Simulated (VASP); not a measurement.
The system is NaTbBr4.

```
CELL_PARAMETERS angstrom
7.48264 0.00000 0.00000
0.00000 7.48264 0.00000
0.00000 0.00000 4.06166
ATOMIC_POSITIONS crystal
Na 0.50000 0.50000 0.50000
Tb 0.00000 0.00000 0.00000
Br 0.22878 0.77122 0.50000
Br 0.77122 0.22878 0.50000
Br 0.22878 0.22878 0.50000
Br 0.77122 0.77122 0.50000
```

The cell was generated, and may not be a known phase.

```yaml
Program: VASP 6.6.1
Task: relaxation of cell and atoms
Functional: PBE
Potentials_or_basis: VASP PAW PBE potentials, release 64 (Na_pv, Tb_3, Br), 4f in core
Cutoff: 500 eV
k_mesh: 2 × 2 × 4
Occupations: gaussian, width 0.1 eV
Spin: no spin polarisation
```

At the start: pressure -2.4 GPa; volume 37.90 Å³/atom.

Question: How do energy, volume and symmetry change on relaxing?

Answer: Over 8 steps the energy falls by 56.2 meV/atom and the volume is 34.80 Å³/atom (-8.2 %); space group P4/mmm (No. 123, to 0.1 Å) before and after.

Step by step:
```csv
step,energy change (eV),largest force (eV/Å),pressure (GPa),volume (Å³)
1,0.0000,0.5857,-2.42,227.41
2,-0.2984,0.1429,-0.29,209.02
3,-0.3141,0.0043,0.41,204.65
4,-0.3142,0.0107,0.49,204.21
5,-0.3335,0.0615,0.17,206.03
6,-0.3342,0.0781,0.10,206.44
7,-0.3358,0.0592,0.05,207.27
8,-0.3370,0.0253,-0.05,208.79
```

Final structure:
```
CELL_PARAMETERS angstrom
7.44803 0.00000 0.00000
0.00000 7.44803 0.00000
0.00000 0.00000 3.76381
ATOMIC_POSITIONS crystal
Na 0.50000 0.50000 0.50000
Tb 0.00000 0.00000 0.00000
Br 0.22403 0.77597 0.50000
Br 0.77597 0.22403 0.50000
Br 0.22403 0.22403 0.50000
Br 0.77597 0.77597 0.50000
```
